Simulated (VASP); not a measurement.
# Cu (Fd-3m) in VASP: a series of runs

The runs below take Cu through single point, with LDA.

Program: VASP 6.6.1. These are calculated values, not measurements. Logs are shortened: lines on timing, memory, paths and dates and some standing lists are left out, and cuts for length are marked.

## 1. The cell of the first run

It takes space group Fd-3m (No. 227, cubic). The conventional cell has a = 4.572 Å, b = 4.572 Å, c = 4.572 Å, α = 90.00°, β = 90.00°, γ = 90.00°. Within 2.6 Å of Cu (site symmetry -43m) lie 4 Cu at 1.98 Å.

## 2. Single point, LDA (volume scaled by 0.7)

INCAR reads:

```
SYSTEM = Cu
PREC = Accurate
ENCUT = 520
EDIFF = 1E-6
ISMEAR = -1
SIGMA = 0.08
LREAL = .False.
LASPH = .True.
NELM = 60
ALGO = Normal
ISIF = 2
LWAVE = .False.
LCHARG = .False.
NBANDS = 18
```

KPOINTS reads:

```
regular mesh
0
Gamma
  15 15 15
  0 0 0
```

POSCAR reads:

```
Cu
1.0
    0.0000000000      2.2857733480      2.2857733480
    2.2857733480      0.0000000000      2.2857733480
    2.2857733480      2.2857733480      0.0000000000
Cu
2
Direct
   -0.1250000000     -0.1250000000     -0.1250000000
    0.1250000000      0.1250000000      0.1250000000
```

Potentials or basis: VASP PAW LDA potentials, release 64 (Cu).

On the command line:

```
$ cat potpaw_LDA.64/Cu/POTCAR > POTCAR
$ mpirun -np 1 vasp_std > vasp.out
```

OUTCAR:

```text
SYSTEM = Cu
   PREC = Accurate
   ENCUT = 520
   EDIFF = 1E-6
   ISMEAR = -1
   LREAL = .False.
   LASPH = .True.
   NELM = 60
   ISIF = 2

 ion  position               nearest neighbor table
   1  0.875  0.875  0.875-   2 1.98   2 1.98   2 1.98   2 1.98
   2  0.125  0.125  0.125-   1 1.98   1 1.98   1 1.98   1 1.98

  LATTYP: Found a face centered cubic cell.
 ALAT       =     4.5715466960

  Lattice vectors:

 A1 = (   0.0000000000,   2.2857733480,   2.2857733480)
 A2 = (   2.2857733480,   0.0000000000,   2.2857733480)
 A3 = (   2.2857733480,   2.2857733480,   0.0000000000)

Analysis of symmetry for initial positions (statically):
=====================================================================
 Subroutine PRICEL returns:
 Original cell was already a primitive cell.

 Routine SETGRP: Setting up the symmetry group for a
 face centered cubic supercell.

 Subroutine GETGRP returns: Found 48 space group operations
 (whereof 12 operations were pure point group operations)
 out of a pool of 48 trial point group operations.

The static configuration has the point symmetry D_3d.
 The point group associated with its full space group is O_h .

Analysis of symmetry for dynamics (positions and initial velocities):
=====================================================================
 Subroutine PRICEL returns:
 Original cell was already a primitive cell.

 Routine SETGRP: Setting up the symmetry group for a
 face centered cubic supercell.

 Subroutine GETGRP returns: Found 48 space group operations
 (whereof 12 operations were pure point group operations)
 out of a pool of 48 trial point group operations.

The dynamic configuration has the point symmetry D_3d.
 The point group associated with its full space group is O_h .

 Subroutine INISYM returns: Found 48 space group operations
 (whereof 12 operations are pure point group operations),
 and found     1 'primitive' translations

----------------------------------------------------------------------------------------

                                     Primitive cell

  volume of cell :      23.8852

  direct lattice vectors                    reciprocal lattice vectors
     0.000000000  2.285773348  2.285773348    -0.218744348  0.218744348  0.218744348
     2.285773348  0.000000000  2.285773348     0.218744348 -0.218744348  0.218744348
     2.285773348  2.285773348  0.000000000     0.218744348  0.218744348 -0.218744348

  length of vectors
     3.232571669  3.232571669  3.232571669     0.378876324  0.378876324  0.378876324

  position of ions in fractional coordinates (direct lattice)
     0.875000000  0.875000000  0.875000000
     0.125000000  0.125000000  0.125000000

  ion indices of the primitive-cell ions
   primitive index   ion index
                 1           1
                 2           2

----------------------------------------------------------------------------------------

 KPOINTS: regular mesh

Automatic generation of k-mesh.
 Grid dimensions read from file:
 generate k-points for:   15   15   15

 Generating k-lattice:

  Cartesian coordinates                     Fractional coordinates (reciprocal lattice)
    -0.014582957  0.014582957  0.014582957     0.066666667  0.000000000  0.000000000
     0.014582957 -0.014582957  0.014582957     0.000000000  0.066666667  0.000000000
     0.014582957  0.014582957 -0.014582957     0.000000000  0.000000000  0.066666667

  Length of vectors
     0.025258422  0.025258422  0.025258422

  Shift w.r.t. Gamma in fractional coordinates (k-lattice)
     0.000000000  0.000000000  0.000000000

 Subroutine IBZKPT returns following result:
 ===========================================

 Found    120 irreducible k-points:

 Following reciprocal coordinates:
            Coordinates               Weight
  0.000000  0.000000  0.000000      1.000000
  0.066667  0.000000  0.000000      8.000000
  0.133333  0.000000  0.000000      8.000000
  0.200000  0.000000  0.000000      8.000000
  0.266667  0.000000  0.000000      8.000000
  0.333333  0.000000  0.000000      8.000000
[... 16 lines left out ...]
  0.133333  0.133333  0.000000      6.000000
  0.200000  0.133333  0.000000     24.000000
 [... further k-points ...]
   k-points           NKPTS =    120   k-points in BZ     NKDIM =    120   number of bands    NBANDS=     18
   number of dos      NEDOS =    301   number of ions     NIONS =      2
   total plane-waves  NPLWV =  13824
   dimension x,y,z NGX =    24 NGY =   24 NGZ =   24
   dimension x,y,z NGXF=    48 NGYF=   48 NGZF=   48
   ions per type =               2
   NGX,Y,Z   is equivalent  to a cutoff of  12.34, 12.34, 12.34 a.u.
   NGXF,Y,Z  is equivalent  to a cutoff of  24.69, 24.69, 24.69 a.u.
 SYSTEM =  Cu
   PREC   = accura    normal or accurate (medium, high low for compatibility)
   ISTART =      0    job   : 0-new  1-cont  2-samecut
   ICHARG =      2    charge: 1-file 2-atom 10-const
   ISPIN  =      1    spin polarized calculation?
   LNONCOLLINEAR =      F non collinear calculations
   LSORBIT =      F    spin-orbit coupling
   LASPH  =      T    aspherical Exc in radial PAW
   ENCUT  =  520.0 eV  38.22 Ry    6.18 a.u.   6.01  6.01  6.01*2*pi/ulx,y,z
   NELM   =     60;   NELMIN=  2; NELMDL= -5     # of ELM steps
   EDIFF  = 0.1E-05   stopping-criterion for ELM
   LREAL  =      F    real-space projection
[... 7 lines left out ...]
   TEBEG  =    0.0;   TEEND  =   0.0 temperature during run
   PSTRESS=    0.0 pullay stress
   NELECT =      22.0000    total number of electrons
   NUPDOWN=      -1.0000    fix difference up-down
   EMIN   =  10.00;   EMAX   =-10.00  energy-range for DOS
   EFERMI =   0.00;   METHOD = LEGACY
   ISMEAR =    -1;   SIGMA  =   0.08  broadening in eV -4-tet -1-fermi 0-gaus
   EFERMI_NEDOS =   21; number of points for ismear=-14 and -15
   IALGO  =     38    algorithm
   IMIX   =      4    mixing-type and parameters
     AMIX     =   0.40;   BMIX     =  1.00
     AMIX_MAG =   1.60;   BMIX_MAG =  1.00
  volume/ion in A,a.u.               =      11.94        80.59
  Fermi-wavevector in a.u.,A,eV,Ry     =   1.592841  3.010034 34.519940  2.537144
  Thomas-Fermi vector in A             =   2.691164
   LORBIT       =      0    0 simple, 1 ext, 2 COOP (PROOUT), +10 PAW based schemes
   GGA     = CA    functional components
   LHFCALC =     F    Hartree Fock is set to
   AEXX    =    0.0000 exact exchange contribution
   IVDW    =     0    specifies the selected vdW correction
   LEPSILON=     F    determine dielectric tensor
   LRPA    =     F    only Hartree local field effects (RPA)
 non-spin polarized calculation
  energy-cutoff  :      520.00
  volume of cell :       23.89
 maximum number of plane-waves:       656
   NGX = 13   NGY = 13   NGZ = 13

 number of electron      22.0000013 magnetization

 Free energy of the ion-electron system (eV)
  ---------------------------------------------------
  ext. energy  EPLUGINS =         0.00000000
  ---------------------------------------------------
  free energy    TOTEN  =        -5.43184148 eV

  energy without entropy =       -5.41741012  energy(sigma->0) =       -5.42462580

 E-fermi :   7.5192     XC(G=0): -12.7413

 val. band max:        7.5007656751   @ k =  -0.4667   0.2000   0.0000
 cond. band min:       7.5362649821   @ k =  -0.4000   0.3333   0.0000
 fundamental gap:      0.0354993070
 Fermi energy:         7.5192013464

 k-point     1 :       0.0000    0.0000    0.0000
  band No.  band energies     occupation
      1      -1.8525      2.00000
      2       2.3052      2.00000
      3       2.3052      2.00000
      4       2.4388      2.00000
      5       2.4388      2.00000
      6       2.4388      2.00000
[... 10 lines left out ...]
     17      21.4236      0.00000
     18      24.1238      0.00000

 k-point     2 :       0.0667    0.0000    0.0000
  band No.  band energies     occupation
      1      -1.7518      2.00000
      2       2.2271      2.00000
      3       2.2271      2.00000
      4       2.4438      2.00000
      5       2.5394      2.00000
      6       2.5394      2.00000
[... 10 lines left out ...]
     17      22.4962      0.00000
     18      24.3229      0.00000

 k-point     3 :       0.1333    0.0000    0.0000
  band No.  band energies     occupation
      1      -1.4536      2.00000
      2       2.1417      2.00000
      3       2.1417      2.00000
      4       2.4620      2.00000
      5       2.6817      2.00000
      6       2.6817      2.00000
[... 10 lines left out ...]
     17      23.3899      0.00000
     18      24.5406      0.00000

 k-point     4 :       0.2000    0.0000    0.0000
  band No.  band energies     occupation
      1      -0.9716      2.00000
      2       2.0981      2.00000
      3       2.0981      2.00000
      4       2.5007      2.00000
      5       2.7892      2.00000
      6       2.7892      2.00000
[... 10 lines left out ...]
     17      23.5917      0.00000
     18      24.5930      0.00000

 k-point     5 :       0.2667    0.0000    0.0000
  band No.  band energies     occupation
      1      -0.3353      2.00000
      2       2.1024      2.00000
      3       2.1024      2.00000
      4       2.5631      2.00000
      5       2.8234      2.00000
      6       2.8234      2.00000
[... 10 lines left out ...]
     17      22.9211      0.00000
     18      24.5681      0.00000

 k-point     6 :       0.3333    0.0000    0.0000
  band No.  band energies     occupation
      1       0.3964      2.00000
      2       2.1541      2.00000
      3       2.1541      2.00000
      4       2.6206      2.00000
      5       2.7741      2.00000
      6       2.7741      2.00000
[... 10 lines left out ...]
     17      22.2943      0.00000
     18      24.5208      0.00000

 k-point     7 :       0.4000    0.0000    0.0000
  band No.  band energies     occupation
      1       1.1127      2.00000
      2       2.2478      2.00000
      3       2.2478      2.00000
      4       2.5773      2.00000
      5       2.6626      2.00000
      6       2.6626      2.00000
[... 10 lines left out ...]
     17      21.8549      0.00000
     18      24.4783      0.00000

 k-point     8 :       0.4667    0.0000    0.0000
  band No.  band energies     occupation
      1       1.6390      2.00000
      2       2.3728      2.00000
      3       2.3728      2.00000
      4       2.4075      2.00000
      5       2.5221      2.00000
      6       2.5221      2.00000
[... 10 lines left out ...]
     17      21.6312      0.00000
     18      24.4541      0.00000
[... 229 lines left out ...]
     17      23.6264      0.00000
     18      25.3257      0.00000

 k-point    20 :      -0.2000    0.0667    0.0000
  band No.  band energies     occupation
      1      -0.6905      2.00000
      2       1.9846      2.00000
      3       2.2064      2.00000
      4       2.5048      2.00000
      5       2.7359      2.00000
      6       2.9303      2.00000
[... 10 lines left out ...]
     17      23.9152      0.00000
     18      24.8537      0.00000

 k-point    21 :      -0.1333    0.0667    0.0000
  band No.  band energies     occupation
      1      -1.2252      2.00000
      2       2.0192      2.00000
      3       2.2169      2.00000
      4       2.4707      2.00000
      5       2.6673      2.00000
      6       2.8277      2.00000
[... 10 lines left out ...]
     17      23.8990      0.00000
     18      24.3747      0.00000

 k-point    22 :      -0.0667    0.0667    0.0000
  band No.  band energies     occupation
      1      -1.5851      2.00000
      2       2.1033      2.00000
      3       2.2463      2.00000
      4       2.4539      2.00000
      5       2.5673      2.00000
      6       2.6844      2.00000
[... 10 lines left out ...]
     17      23.1690      0.00000
     18      24.4601      0.00000

 k-point    23 :       0.1333    0.1333    0.0000
  band No.  band energies     occupation
      1      -1.3190      2.00000
      2       1.9173      2.00000
      3       2.4647      2.00000
      4       2.4680      2.00000
      5       2.4680      2.00000
      6       2.8688      2.00000
[... 10 lines left out ...]
     17      25.6033      0.00000
     18      25.6033      0.00000

 k-point    24 :       0.2000    0.1333    0.0000
  band No.  band energies     occupation
      1      -0.9619      2.00000
      2       1.8349      2.00000
      3       2.4146      2.00000
      4       2.4831      2.00000
      5       2.6104      2.00000
      6       2.9931      2.00000
[... 10 lines left out ...]
     17      25.9058      0.00000
     18      26.6210      0.00000

 [... further k-points ...]
[... 5 lines left out ...]
  --------------------------------------------------------------------------------------
  -------------------------------------------------------------------------------------
  Total       10.0059574     10.0059574     10.0059574      0.0000000      0.0000000      0.0000000
  in kB      671.1811346    671.1811346    671.1811346      0.0000000      0.0000000      0.0000000
  external PRESSURE =     671.1811346 kB  Pullay stress =       0.0000000 kB

 VOLUME and BASIS-vectors are now :
 -----------------------------------------------------------------------------
  energy-cutoff  :      520.00
  volume of cell :       23.89
      direct lattice vectors                 reciprocal lattice vectors
     0.000000000  2.285773348  2.285773348    -0.218744348  0.218744348  0.218744348
     2.285773348  0.000000000  2.285773348     0.218744348 -0.218744348  0.218744348
     2.285773348  2.285773348  0.000000000     0.218744348  0.218744348 -0.218744348

 POSITION                                       TOTAL-FORCE (eV/Angst)
 -----------------------------------------------------------------------------------
      4.00010      4.00010      4.00010        -0.000000      0.000000      0.000000
      0.57144      0.57144      0.57144         0.000000     -0.000000      0.000000
 -----------------------------------------------------------------------------------
    total drift:                                0.000000      0.000000      0.000000

  FREE ENERGIE OF THE ION-ELECTRON SYSTEM (eV)
  ---------------------------------------------------
  free  energy   TOTEN  =        -5.4318414833 eV

  energy  without entropy=       -5.4174101183  energy(sigma->0) =       -5.42462580
```

Wall time 29 s (1 thread of AMD EPYC 9R14 (Zen 4), shared host); peak memory 0.12 GiB.

What came out:

```yaml
Free_energy: -5.4318 eV
Pressure: 67.1 GPa
Band_gap_on_the_k_mesh: zero (band 11 reaches 8.23 eV, above the bottom of band 12 at 7.30 eV)
```

## 3. Single point, LDA (volume scaled by 0.7)

INCAR reads:

```
SYSTEM = Cu
PREC = Accurate
ENCUT = 520
EDIFF = 1E-6
ISMEAR = -1
SIGMA = 0.08
LREAL = .FALSE.
LASPH = .TRUE.
NELM = 80
ALGO = Normal
ISIF = 2
LWAVE = .FALSE.
LCHARG = .TRUE.
GGA = CA
LELF = .TRUE.
LVHAR = .TRUE.
NBANDS = 18
```

KPOINTS reads:

```
regular mesh
0
G
  15 15 15
  0 0 0
```

POSCAR is that of step 2.

Potentials or basis: VASP PAW LDA potentials, release 64 (Cu).

On the command line:

```
$ cat potpaw_LDA.64/Cu/POTCAR > POTCAR
$ mpirun -np 1 vasp_std > vasp.out
```

OUTCAR:

```text
SYSTEM = Cu
   PREC = Accurate
   ENCUT = 520
   EDIFF = 1E-6
   ISMEAR = -1
   LREAL = .FALSE.
   LASPH = .TRUE.
   NELM = 80
   ISIF = 2
   GGA = CA

 ion  position               nearest neighbor table
   1  0.875  0.875  0.875-   2 1.98   2 1.98   2 1.98   2 1.98
   2  0.125  0.125  0.125-   1 1.98   1 1.98   1 1.98   1 1.98

  LATTYP: Found a face centered cubic cell.
 ALAT       =     4.5715466960

  Lattice vectors:

 A1 = (   0.0000000000,   2.2857733480,   2.2857733480)
[... 191 lines left out ...]
      5       2.4388      2.00000
      6       2.4388      2.00000
[... 481 lines left out ...]
      5       2.6104      2.00000
      6       2.9931      2.00000
[... 10 lines left out ...]
     17      25.9058      0.00000
     18      26.6210      0.00000

 [... further k-points ...]
[... 5 lines left out ...]
  --------------------------------------------------------------------------------------
  -------------------------------------------------------------------------------------
  Total       10.0059574     10.0059574     10.0059574      0.0000000      0.0000000      0.0000000
  in kB      671.1811346    671.1811346    671.1811346      0.0000000      0.0000000      0.0000000
  external PRESSURE =     671.1811346 kB  Pullay stress =       0.0000000 kB

 VOLUME and BASIS-vectors are now :
 -----------------------------------------------------------------------------
  energy-cutoff  :      520.00
  volume of cell :       23.89
      direct lattice vectors                 reciprocal lattice vectors
     0.000000000  2.285773348  2.285773348    -0.218744348  0.218744348  0.218744348
     2.285773348  0.000000000  2.285773348     0.218744348 -0.218744348  0.218744348
     2.285773348  2.285773348  0.000000000     0.218744348  0.218744348 -0.218744348

 POSITION                                       TOTAL-FORCE (eV/Angst)
 -----------------------------------------------------------------------------------
      4.00010      4.00010      4.00010        -0.000000      0.000000      0.000000
      0.57144      0.57144      0.57144         0.000000     -0.000000      0.000000
 -----------------------------------------------------------------------------------
    total drift:                                0.000000      0.000000      0.000000

  FREE ENERGIE OF THE ION-ELECTRON SYSTEM (eV)
  ---------------------------------------------------
  free  energy   TOTEN  =        -5.4318414833 eV

  energy  without entropy=       -5.4174101183  energy(sigma->0) =       -5.42462580
```

stdout:

```text
POSCAR found type information on POSCAR Cu
 POSCAR found :  1 types and       2 ions
 scaLAPACK will be used
 LDA part: xc-table for (Slater(with rela. corr.)+CA(PZ))
 , standard interpolation
 POSCAR, INCAR and KPOINTS ok, starting setup
 FFT: planning ... GRIDC
 FFT: planning ... GRID_SOFT
 FFT: planning ... GRID
 WAVECAR not read
 entering main loop
```

Wall time 30 s (1 thread of AMD EPYC 9R14 (Zen 4), shared host); peak memory 0.12 GiB.

Results:

```
Free energy            : -5.4318 eV
Pressure               : 67.1 GPa
Band gap on the k mesh : zero (band 11 reaches 8.23 eV, above the bottom of band 12 at 7.30 eV)
```

Levels at points of the mesh, in eV from the Fermi level:
| k point | band 8 | band 9 | band 10 | band 11 | band 12 | band 13 | band 14 | band 15 |
| --- | --- | --- | --- | --- | --- | --- | --- | --- |
| (0.00, 0.00, 0.00) | -3.10 | -3.10 | -1.69 | -1.69 | 13.60 | 13.60 | 13.60 | 13.90 |

(Part 1 of 2 ends here.)
